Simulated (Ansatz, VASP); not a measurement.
C: VASP beside Ansatz

```
C
1.0
     2.45625    0.00000    0.00000
     0.00000    4.25292    0.00000
     0.00000    0.00000    7.32902
C
8
Direct
  0.50000 0.41663 0.75003
  0.50000 0.91663 0.24997
  0.50000 0.58337 0.24997
  0.50000 0.08337 0.75003
  0.00000 0.91663 0.75003
  0.00000 0.41663 0.24997
  0.00000 0.08337 0.24997
  0.00000 0.58337 0.75003
```

Alike in both runs: task single point; functional r2SCAN; k mesh 14 × 8 × 6; occupations gaussian, width 0.1 eV; no spin polarisation.

|  | VASP | Ansatz |
| --- | --- | --- |
| version | VASP 6.6.1 | Ansatz 0.2.0 |
| potentials or method | VASP PAW PBE potentials, release 64 (C), cutoff 520 eV | scalar-relativistic, plane waves, PAW |
| valence electrons in the cell | 32 | 32 |

Ansatz gave:

* gap on the k mesh at the Fermi level (eV): 0.17
* least direct gap on the mesh (eV): 0.17
* pressure (GPa): -0.1
* traceless stress, the component that is largest in VASP (GPa): -0.31

Question: Estimate VASP's values.

Answer: gap on the k mesh at the Fermi level (eV): 0.17; least direct gap on the mesh (eV): 0.17; pressure (GPa): 0.5; traceless stress, the component that is largest in VASP (GPa): -1.03.

VASP's potentials were made for PBE, not for r2SCAN. Ansatz's warnings: band edges overlap.
